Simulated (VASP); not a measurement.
## Sr: single point with PBEsol

Crystal: Sr.

```
Sr
1.0
     4.99641    0.00000    0.00000
    -2.49820    4.32702    0.00000
     0.00000    0.00000    2.97381
Sr
3
Direct
  0.00000 0.00000 0.00000
  0.33333 0.66667 0.50000
  0.66667 0.33333 0.50000
```

```json
{
 "Program": "VASP 6.6.1",
 "Task": "single point",
 "Functional": "PBEsol",
 "Potentials or basis": "VASP PAW PBE potentials, release 64 (Sr_sv)",
 "Cutoff": "520 eV",
 "k mesh": "7 × 7 × 10",
 "Occupations": "fermi-dirac, width 0.08 eV",
 "Spin": "no spin polarisation"
}
```

```json
{"Pressure": "36.8 GPa", "Band gap on the k mesh": "zero (band 15 reaches 7.65 eV, above the bottom of band 16 at 5.32 eV)"}
```

Levels at points of the mesh, in eV from the Fermi level:
```tsv
k point	band 11	band 12	band 13	band 14	band 15	band 16	band 17	band 18	band 19	band 20
(0.00, 0.00, 0.00)	-16.12	-15.99	-3.57	-1.22	1.73	1.84	1.84	2.00	2.00	2.98
(0.00, 0.00, 0.50)	-16.61	-16.61	-2.05	-2.05	-0.60	-0.60	0.74	1.52	3.09	3.09
```

Run time: 56 s on 1 thread of Intel(R) Xeon(R) Platinum 8488C (Sapphire Rapids), on a shared host, peak memory 0.21 GiB.

Caveat: the PAW data sets were made with another functional, which shifts forces and pressure a little.
